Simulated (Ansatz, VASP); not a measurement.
## PbS in VASP and in Ansatz

```
Pb S
1.0
     3.65366    0.00000    0.00000
     0.00000    3.65366    0.00000
     0.00000    0.00000    3.65366
Pb S
1 1
Direct
  0.00000 0.00000 0.00000
  0.50000 0.50000 0.50000
```

Alike in both runs: functional PBE-based screened hybrid; k mesh 4 × 4 × 4; occupations fermi-dirac, width 0.05 eV; no spin polarisation.

```csv
,VASP,Ansatz
version,VASP 6.6.1,Ansatz 0.2.0
potentials or method,"VASP PAW PBE potentials, release 64 (Pb_d, S)",Ansatz PAW
plane-wave cutoff (eV),520,420
valence electrons in the cell,20,20
task,single point,band structure
```

Ansatz gave:

* gap on the k mesh at the Fermi level (eV): none
* pressure (GPa): -2.0

Estimate VASP's values.

gap on the k mesh at the Fermi level (eV): none; pressure (GPa): -2.1.

VASP's potentials were made for PBE, not for PBE-based screened hybrid. A gap of «none» marks a metal or a gap that the smearing closes.

The k mesh is coarse, so the values compare programs but aren't converged. Neither program's run includes spin-orbit coupling.
